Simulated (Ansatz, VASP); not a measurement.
**Al3InAs4: VASP beside Ansatz**

INCAR

```
SYSTEM = Al3InAs4
ALGO = Normal ; EDIFF = 1E-7
ENCUT = 520 ; GGA = PE
ISIF = 2 ; ISMEAR = 0
LASPH = .True. ; LCHARG = .True.
LELF = .True. ; LREAL = .False.
LVHAR = .True. ; LWAVE = .False.
NBANDS = 31 ; NELM = 80
PREC = Accurate ; SIGMA = 0.1
```

File KPOINTS:

```
k-points
0
Gamma
  4 2 4
  0 0 0
```

The input POSCAR:

```
Al3InAs4
1.0
    4.1236129000      0.0000000000      0.0000000000
    0.0000000000      8.2545528000      0.0000000000
    0.0000000000      0.0000000000      5.8373508000
Al In As
3 1 4
Direct
    0.0000000000      0.7421840000      0.0000870000
    0.0000000000      0.2578160000      0.0000870000
    0.5000000000      0.5000000000      0.5010100000
    0.5000000000      0.0000000000      0.5002330000
    0.5000000000      0.7364500000      0.7607780000
    0.0000000000      0.0000000000      0.2190110000
    0.5000000000      0.2635500000      0.7607780000
    0.0000000000      0.5000000000      0.2580150000
```

Input for Ansatz:

```yaml
crystal:
  lattice:
    - [4.1236129, 0.0, 0.0]
    - [0.0, 8.2545528, 0.0]
    - [0.0, 0.0, 5.8373508]
  atoms:
    - { symbol: Al, position: [0.0, 0.742184, 8.7e-05] }
    - { symbol: Al, position: [0.0, 0.257816, 8.7e-05] }
    - { symbol: Al, position: [0.5, 0.5, 0.50101] }
    - { symbol: In, position: [0.5, 0.0, 0.500233] }
    - { symbol: As, position: [0.5, 0.73645, 0.760778] }
    - { symbol: As, position: [0.0, 0.0, 0.219011] }
    - { symbol: As, position: [0.5, 0.26355, 0.760778] }
    - { symbol: As, position: [0.0, 0.5, 0.258015] }
basis:
  ecutwfc: 420
kpoints:
  mp_grid: { grid: [4, 2, 4] }
hamiltonian:
  xc: pbe
scf:
  occupations: { method: gaussian, width: 0.1 }
  lower_state_search: "off"
output:
  forces: true
  stress: true
  eigenvalues: true
```

Alike in both runs: task single point; functional PBE; k mesh 4 × 2 × 4; occupations gaussian, width 0.1 eV; no spin polarisation.

|  | VASP | Ansatz |
| --- | --- | --- |
| version | VASP 6.6.1 | Ansatz 0.2.0 |
| potentials or method | VASP PAW PBE potentials, release 64 (Al, In_d, As), cutoff 520 eV | scalar-relativistic, plane waves, PAW |
| valence electrons in the cell | 42 | 82 |

|  | VASP | Ansatz | Ansatz less VASP |
| --- | --- | --- | --- |
| gap on the k mesh at the Fermi level (eV) | 1.03 | 1.03 | -0.003 |
| least direct gap on the mesh (eV) | 1.03 | 1.03 | -0.003 |
| pressure (GPa) | 0.2 | 0.1 | -0.12 |
| traceless stress, the component that is largest in VASP (GPa) | -0.48 | -0.47 | +0.002 |
| rms of the force components (eV/Å) | 0.010 | 0.011 | +0.0002 |

Atom by atom the forces differ by 0.001 eV/Å (rms over components). VASP's potentials hold 42 valence electrons a cell and Ansatz's 82, so a difference there can come from the potentials and not from the codes.
